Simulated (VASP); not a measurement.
## InP: vibrations by perturbation theory with PBE

The system is InP.

```
CELL_PARAMETERS angstrom
0.00000 2.93050 2.93050
2.93050 0.00000 2.93050
2.93050 2.93050 0.00000
ATOMIC_POSITIONS crystal
In 0.00000 0.00000 0.00000
P 0.25000 0.25000 0.25000
```

```json
{"Program": "VASP 6.6.1", "Task": "vibrations by perturbation theory", "Functional": "PBE", "Potentials or basis": "VASP PAW PBE potentials, release 64 (In_d, P)", "Cutoff": "500 eV", "k mesh": "6 × 6 × 6", "Occupations": "gaussian, width 0.01 eV", "Spin": "no spin polarisation", "Dipole correction": "no", "Further INCAR settings": "ALGO = Normal; EDIFF = 1e-08; IBRION = 8; NSW = 1"}
```

* Highest phonon frequency at Γ, LO-TO splitting left out: 303 cm⁻¹

Phonon frequencies in cm⁻¹ (negative: imaginary):
| q point | frequencies |
| --- | --- |
| (0.000, 0.000, 0.000) | 0 0 0 303 303 303 |

Wall time 85 s on 1 thread of Intel(R) Xeon(R) Platinum 8488C (Sapphire Rapids) (shared host), peak memory 0.24 GiB.

Caveat: the cell stands under pressure or tension, which shifts response properties.
